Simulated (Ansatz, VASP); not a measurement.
## Two plane-wave programs on Al

```
CELL_PARAMETERS angstrom
0.00996 1.99136 1.99136
1.99136 0.00996 1.99136
2.00132 2.00132 0.00000
ATOMIC_POSITIONS crystal
Al 0.00000 0.00000 0.00000
```

Change from the starting cell: strain +0.0100 x Voigt [0, 0, 0, 0, 0, 1], atoms carried along.

Alike in both runs: task single point; functional PBE; dispersion D3(BJ); k mesh 26 × 26 × 26; occupations gaussian, width 0.15 eV; no spin polarisation.

|  | VASP | Ansatz |
| --- | --- | --- |
| version | VASP 6.6.1 | Ansatz 0.2.0 |
| potentials or method | VASP PAW PBE potentials, release 64 (Al), cutoff 520 eV | scalar-relativistic, plane waves, PAW |
| valence electrons in the cell | 3 | 3 |

```csv
,VASP,Ansatz,Ansatz less VASP
gap on the k mesh at the Fermi level (eV),none,none,-
pressure (GPa),0.0,0.0,+0.04
"traceless stress, the component that is largest in VASP (GPa)",-0.52,-0.52,+0.001
```

A gap of «none» marks a metal or a gap that the smearing closes.
